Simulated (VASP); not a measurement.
# As (R-3m) in VASP: notebook

Runs on As. Level: PBE. Tasks: electric field gradients.

All numbers are computed with VASP 6.6.1; they aren't measurements. Logs are shortened: lines on timing, memory, paths and dates and some standing lists are left out, and cuts for length are marked.

## 1. The cell of the first run

Symmetry: R-3m, No. 166, trigonal system. The conventional cell has a = 3.759 Å, b = 3.759 Å, c = 10.457 Å, α = 90.00°, β = 90.00°, γ = 120.00°. Within 3.3 Å of As (site symmetry 3m) lie 6 As at 2.52 to 3.10 Å.

## 2. Electric field gradients, PBE

Contents of INCAR:

```
PREC     = Accurate       # precision mode
ENCUT    = 520            # plane-wave cutoff, eV
EDIFF    = 1E-8           # SCF threshold, eV
ISMEAR   = -1             # smearing method
SIGMA    = 0.05           # smearing width, eV
LREAL    = False          # projectors in reciprocal space
LASPH    = True           # aspherical terms in the spheres
NELM     = 120            # most SCF steps
ALGO     = Normal         # electronic algorithm
ISIF     = 2              # what is computed and relaxed
LWAVE    = False          # write WAVECAR
LCHARG   = False          # write CHGCAR
GGA      = PE             # functional
LEFG     = True         
NBANDS   = 22             # bands
GGA_COMPAT= False
```

Contents of KPOINTS:

```
regular mesh
0
Gamma
  10 10 10
```

Contents of POSCAR:

```
As
1.0
    1.8797494575      1.0852738553      3.4857700000
   -1.8797494575      1.0852738553      3.4857700000
    0.0000000000     -2.1705477106      3.4857700000
As
2
Direct
    0.2275400000      0.2275400000      0.2275400000
    0.7724600000      0.7724600000      0.7724600000
```

Potentials or basis: VASP PAW PBE potentials, release 64 (As_d).

Launch:

```console
> cat potpaw_PBE.64/As_d/POTCAR > POTCAR
> mpirun -np 1 vasp_std > vasp.out
```

OUTCAR:

```text
PREC = Accurate
   ENCUT = 520
   EDIFF = 1E-8
   ISMEAR = -1
   LREAL = False
   LASPH = True
   NELM = 120
   ISIF = 2
   GGA = PE

 ion  position               nearest neighbor table
   1  0.228  0.228  0.228-   2 2.52   2 2.52   2 2.52
   2  0.772  0.772  0.772-   1 2.52   1 2.52   1 2.52

  LATTYP: Found a trigonal (rhomboedric) cell.
 ALAT       =     4.1063207202
 COS(alpha) =     0.5808936906

  Lattice vectors:

 A1 = (   1.8797494575,   1.0852738553,   3.4857700000)
 A2 = (  -1.8797494575,   1.0852738553,   3.4857700000)
 A3 = (   0.0000000000,  -2.1705477106,   3.4857700000)

Analysis of symmetry for initial positions (statically):
=====================================================================
 Subroutine PRICEL returns:
 Original cell was already a primitive cell.

 Routine SETGRP: Setting up the symmetry group for a
 trigonal (rhombohedral) supercell.

 Subroutine GETGRP returns: Found 12 space group operations
 (whereof 12 operations were pure point group operations)
 out of a pool of 12 trial point group operations.

The static configuration has the point symmetry D_3d.

Analysis of symmetry for dynamics (positions and initial velocities):
=====================================================================
 Subroutine PRICEL returns:
 Original cell was already a primitive cell.

 Routine SETGRP: Setting up the symmetry group for a
 trigonal (rhombohedral) supercell.

 Subroutine GETGRP returns: Found 12 space group operations
 (whereof 12 operations were pure point group operations)
 out of a pool of 12 trial point group operations.

The dynamic configuration has the point symmetry D_3d.

 Subroutine INISYM returns: Found 12 space group operations
 (whereof 12 operations are pure point group operations),
 and found     1 'primitive' translations

----------------------------------------------------------------------------------------

                                     Primitive cell

  volume of cell :      42.6667

  direct lattice vectors                    reciprocal lattice vectors
     1.879749457  1.085273855  3.485770000     0.265992895  0.153571070  0.095626887
    -1.879749457  1.085273855  3.485770000    -0.265992895  0.153571070  0.095626887
     0.000000000 -2.170547711  3.485770000     0.000000000 -0.307142139  0.095626887

[... 119 lines left out ...]

 number of electron      30.0000001 magnetization

 Free energy of the ion-electron system (eV)
  ---------------------------------------------------
  ext. energy  EPLUGINS =         0.00000000
  ---------------------------------------------------
  free energy    TOTEN  =        -9.33964339 eV

  energy without entropy =       -9.33806448  energy(sigma->0) =       -9.33885394

 E-fermi :   3.9502     XC(G=0): -10.7107

 val. band max:        3.9396000011   @ k =   0.4000   0.2000   0.2000
 cond. band min:       3.9999213221   @ k =   0.4000   0.3000   0.3000
 fundamental gap:      0.0603213210
 Fermi energy:         3.9502284814

 k-point     1 :       0.0000    0.0000    0.0000
  band No.  band energies     occupation
      1     -32.4273      2.00000
      2     -32.4273      2.00000
      3     -32.3818      2.00000
      4     -32.3818      2.00000
      5     -32.3507      2.00000
      6     -32.3132      2.00000
[... 589 lines left out ...]
     21      14.6296      0.00000
     22      15.5634      0.00000

 [... further k-points ...]

------------------------ aborting loop because EDIFF is reached ----------------------------------------

  FORCE on cell =-STRESS in cart. coord.  units (eV):
  Direction    XX          YY          ZZ          XY          YZ          ZX
  --------------------------------------------------------------------------------------
  -------------------------------------------------------------------------------------
  Total        1.0624753      1.0624753      0.8049661      0.0000000      0.0000000      0.0000000
  in kB       39.8969905     39.8969905     30.2272682      0.0000000      0.0000000      0.0000000
  external PRESSURE =      36.6737498 kB  Pullay stress =       0.0000000 kB

 VOLUME and BASIS-vectors are now :
 -----------------------------------------------------------------------------
  energy-cutoff  :      520.00
  volume of cell :       42.67
      direct lattice vectors                 reciprocal lattice vectors
     1.879749457  1.085273855  3.485770000     0.265992895  0.153571070  0.095626887
    -1.879749457  1.085273855  3.485770000    -0.265992895  0.153571070  0.095626887
     0.000000000 -2.170547711  3.485770000     0.000000000 -0.307142139  0.095626887

 POSITION                                       TOTAL-FORCE (eV/Angst)
 -----------------------------------------------------------------------------------
      0.00000      0.00000      2.37946         0.000000      0.000000      0.241620
      0.00000      0.00000      8.07785         0.000000     -0.000000     -0.241620
 -----------------------------------------------------------------------------------
    total drift:                               -0.000000      0.000000     -0.000000

  FREE ENERGIE OF THE ION-ELECTRON SYSTEM (eV)
  ---------------------------------------------------
  free  energy   TOTEN  =        -9.3396433873 eV

  energy  without entropy=       -9.3380644846  energy(sigma->0) =       -9.33885394

 Electric field gradients (V/A^2)
---------------------------------------------------------------------
 ion       V_xx      V_yy      V_zz      V_xy      V_xz      V_yz
---------------------------------------------------------------------
   1      24.466    24.466   -48.931    -0.000     0.000    -0.000
   2      24.466    24.466   -48.931    -0.000    -0.000    -0.000
---------------------------------------------------------------------

 Electric field gradients after diagonalization (V/A^2)
 (convention: |V_zz| > |V_xx| > |V_yy|)
----------------------------------------------------------------------
 ion       V_xx      V_yy      V_zz     asymmetry (V_yy - V_xx)/ V_zz
----------------------------------------------------------------------
   1      24.466    24.466   -48.931       0.000
   2      24.466    24.466   -48.931       0.000
----------------------------------------------------------------------

           NMR quadrupolar parameters

 Cq : quadrupolar parameter    Cq=e*Q*V_zz/h
 eta: asymmetry parameters     (V_yy - V_xx)/ V_zz
 Q  : nuclear electric quadrupole moment in mb (millibarn)
----------------------------------------------------------------------
 ion       Cq(MHz)       eta       Q (mb)
----------------------------------------------------------------------
   1      -0.118       0.000       1.000
   2      -0.118       0.000       1.000
----------------------------------------------------------------------
```

OSZICAR:

```text
N       E                     dE             d eps       ncg     rms          rms(c)
DAV:   1     0.201575501839E+03    0.20158E+03   -0.13241E+04  6714   0.670E+03
DAV:   2     0.198808439555E+02   -0.18169E+03   -0.17280E+03  5164   0.905E+02
DAV:   3    -0.793672526960E+01   -0.27818E+02   -0.27229E+02  5554   0.149E+02
DAV:   4    -0.933349885596E+01   -0.13968E+01   -0.13938E+01  6028   0.386E+01
DAV:   5    -0.936015472481E+01   -0.26656E-01   -0.26655E-01  5662   0.655E+00    0.395E+00
DAV:   6    -0.934638363295E+01    0.13771E-01   -0.94347E-03  6704   0.120E+00    0.235E+00
DAV:   7    -0.933934983105E+01    0.70338E-02   -0.11748E-02  7334   0.111E+00    0.108E-01
DAV:   8    -0.933959407963E+01   -0.24425E-03   -0.91383E-04  5956   0.369E-01    0.343E-02
DAV:   9    -0.933964110267E+01   -0.47023E-04   -0.63668E-05  6008   0.647E-02    0.697E-03
DAV:  10    -0.933964289066E+01   -0.17880E-05   -0.51634E-06  6830   0.301E-02    0.349E-03
DAV:  11    -0.933964347746E+01   -0.58680E-06   -0.10733E-06  5800   0.705E-03    0.119E-03
DAV:  12    -0.933964333046E+01    0.14700E-06   -0.14797E-07  6790   0.624E-03    0.263E-04
DAV:  13    -0.933964337914E+01   -0.48687E-07   -0.12737E-08  4708   0.124E-03    0.771E-05
DAV:  14    -0.933964338734E+01   -0.81964E-08   -0.11295E-09  3260   0.333E-04
   1 F= -.93396434E+01 E0= -.93388539E+01  d E =-.157890E-02
```

It took 44 s on 1 thread of Intel Xeon 6975P-C (Granite Rapids), shared host; peak memory 0.22 GiB.

What came out:

```
Free energy                             : -9.3396 eV
Pressure                                : 3.7 GPa
Largest force                           : 0.242 eV/Å
Band gap on the k mesh                  : zero (bands 15 and 16 overlap by 0.43 eV)
Largest electric field gradient by atom : As -48.9 V/Å²
```

Forces in eV/Å, atoms in the order of the input:
```
As   0.000  0.000  0.242
As   0.000  0.000 -0.242
```

Levels at points of the mesh, in eV from the Fermi level:
| k point | band 11 | band 12 | band 13 | band 14 | band 15 | band 16 | band 17 | band 18 | band 19 | band 20 |
| --- | --- | --- | --- | --- | --- | --- | --- | --- | --- | --- |
| (0.00, 0.00, 0.00) | -15.16 | -5.84 | -2.61 | -2.09 | -2.09 | 1.70 | 2.89 | 2.89 | 6.76 | 6.76 |
| (0.50, 0.00, 0.00) | -12.40 | -11.22 | -2.85 | -2.81 | -0.42 | -0.38 | 0.20 | 1.19 | 9.00 | 9.24 |
| (0.50, 0.50, 0.00) | -12.36 | -9.76 | -6.15 | -4.36 | -4.22 | 1.44 | 5.43 | 6.76 | 7.29 | 10.70 |
| (0.50, 0.50, 0.50) | -13.79 | -10.19 | -1.80 | -1.80 | -0.64 | 0.62 | 0.62 | 1.73 | 8.07 | 10.54 |

Electric field gradients, principal values (V/Å²):
```csv
atom,least,middle,greatest (by size)
1 As,24.466,24.466,-48.931
2 As,24.466,24.466,-48.931
```

Caveat: the cell stands under pressure; without QUAD_EFG the Cq values of the log hold for a quadrupole moment of 1 mb, not for the nuclei.

## 3. Electric field gradients, PBE (20.06 Å³/atom)

This run uses another cell than the first one, of 20.06 Å³/atom.

Contents of INCAR:

```
PREC = Accurate
ENCUT = 520
EDIFF = 1E-8
ISMEAR = -1
SIGMA = 0.05
LREAL = False
LASPH = True
NELM = 80
ALGO = Normal
ISIF = 2
LWAVE = False
LCHARG = False
GGA = PE
LEFG = True
NBANDS = 12
```

Contents of KPOINTS:

```
Automatic mesh
0
Gamma
  13 13 13
```

Contents of POSCAR:

```
As
1.0
    1.8417028838      1.0633076557      3.4152171905
   -1.8417028838      1.0633076557      3.4152171905
    0.0000000000     -2.1266153114      3.4152171905
As
2
Direct
    0.2275400000      0.2275400000      0.2275400000
    0.7724600000      0.7724600000      0.7724600000
```

Potentials or basis: VASP PAW PBE potentials, release 64 (As).

Launch:

```console
> cat potpaw_PBE.64/As/POTCAR > POTCAR
> mpirun -np 1 vasp_std > vasp.out
```

OUTCAR:

```text
PREC = Accurate
   ENCUT = 520
   EDIFF = 1E-8
   ISMEAR = -1
   LREAL = False
   LASPH = True
   NELM = 80
   ISIF = 2
   GGA = PE

 ion  position               nearest neighbor table
   1  0.228  0.228  0.228-   2 2.47   2 2.47   2 2.47
   2  0.772  0.772  0.772-   1 2.47   1 2.47   1 2.47

  LATTYP: Found a trigonal (rhomboedric) cell.
 ALAT       =     4.0232078173
 COS(alpha) =     0.5808936906

  Lattice vectors:

 A1 = (   1.8417028838,   1.0633076557,   3.4152171905)
 A2 = (  -1.8417028838,   1.0633076557,   3.4152171905)
 A3 = (   0.0000000000,  -2.1266153114,   3.4152171905)

Analysis of symmetry for initial positions (statically):
[... 570 lines left out ...]
  free  energy   TOTEN  =        -9.2109164014 eV

  energy  without entropy=       -9.2094804542  energy(sigma->0) =       -9.21019843

 Electric field gradients (V/A^2)
---------------------------------------------------------------------
 ion       V_xx      V_yy      V_zz      V_xy      V_xz      V_yz
---------------------------------------------------------------------
   1      24.101    24.101   -48.202     0.000    -0.000     0.000
   2      24.101    24.101   -48.202    -0.000    -0.000     0.000
---------------------------------------------------------------------

 Electric field gradients after diagonalization (V/A^2)
 (convention: |V_zz| > |V_xx| > |V_yy|)
----------------------------------------------------------------------
 ion       V_xx      V_yy      V_zz     asymmetry (V_yy - V_xx)/ V_zz
----------------------------------------------------------------------
   1      24.101    24.101   -48.202       0.000
   2      24.101    24.101   -48.202       0.000
----------------------------------------------------------------------

           NMR quadrupolar parameters

 Cq : quadrupolar parameter    Cq=e*Q*V_zz/h
 eta: asymmetry parameters     (V_yy - V_xx)/ V_zz
 Q  : nuclear electric quadrupole moment in mb (millibarn)
----------------------------------------------------------------------
 ion       Cq(MHz)       eta       Q (mb)
----------------------------------------------------------------------
   1      -0.117       0.000       1.000
   2      -0.117       0.000       1.000
----------------------------------------------------------------------
```

It took 4 min on 1 thread of AMD EPYC 7R13, shared host; peak memory 0.21 GiB.

What came out:

* Free energy: -9.2109 eV
* Pressure: 9.9 GPa
* Largest force: 0.750 eV/Å
* Band gap on the k mesh: zero (bands 5 and 6 overlap by 0.37 eV)
* Largest electric field gradient by atom: As -48.2 V/Å²

Forces in eV/Å, atoms in the order of the input:
```
As   0.000  0.000  0.750
As   0.000  0.000 -0.750
```

Levels at points of the mesh, in eV from the Fermi level:
```
           k point  band 2  band 3  band 4  band 5  band 6  band 7  band 8  band 9
(0.00, 0.00, 0.00)   -5.55   -2.87   -2.28   -2.28    1.64    2.94    2.94    6.63
```

Electric field gradients, principal values (V/Å²):
| atom | least | middle | greatest (by size) |
| --- | --- | --- | --- |
| 1 As | 24.101 | 24.101 | -48.202 |
| 2 As | 24.101 | 24.101 | -48.202 |

Caveat: the cell stands under pressure; without QUAD_EFG the Cq values of the log hold for a quadrupole moment of 1 mb, not for the nuclei.

(Part 1 of 2 ends here.)
